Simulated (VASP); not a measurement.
Input of a VASP 6.6.1 run:

File INCAR:

```
  PREC = Accurate
  ENCUT = 520
  EDIFF = 1E-6
  ISMEAR = 0
  SIGMA = 0.1
  LREAL = F
  LASPH = T
  NELM = 60
  ALGO = Normal
  ISIF = 2
  LWAVE = F
  LCHARG = F
  LDIPOL = T
  IDIPOL = 3
  DIPOL = 0.5 0.5 0.500
  GGA = PE
  IVDW = 12
  IBRION = 2
  NSW = 70
  EDIFFG = -0.03
```

The input KPOINTS:

```
Automatic mesh
0
Gamma
  10 10 1
```

POSCAR

```
Pt
1.0
    2.7777700584      0.0000000000      0.0000000000
    0.0000000000      2.7777700584      0.0000000000
    0.0000000000      0.0000000000     17.9283600898
Pt
3
Selective dynamics
Direct
    0.5000000000      0.5000000000      0.3904428495  F F F
    0.0000000000      0.0000000000      0.5000000000  T T T
    0.5000000000      0.5000000000      0.6095571505  T T T
```

Potentials or basis: VASP PAW PBE potentials, release 64 (Pt).

Launch:

```sh
$ cat potpaw_PBE.64/Pt/POTCAR > POTCAR
$ mpirun -np 1 vasp_std > vasp.out
```

Task: Estimate the energy gained by relaxing.

Result: 1.4 meV/atom.

Task: What does it give for the dispersion energy per atom?

Result: -0.479 eV.

Final structure:
```yaml
crystal:
  lattice:
    - [2.77777, 0.00000, 0.00000]
    - [0.00000, 2.77777, 0.00000]
    - [0.00000, 0.00000, 17.92836]
  atoms:
    - { symbol: Pt, position: [0.50000, 0.50000, 0.39044] }
    - { symbol: Pt, position: [0.00000, 0.00000, 0.49872] }
    - { symbol: Pt, position: [0.50000, 0.50000, 0.60692] }
```
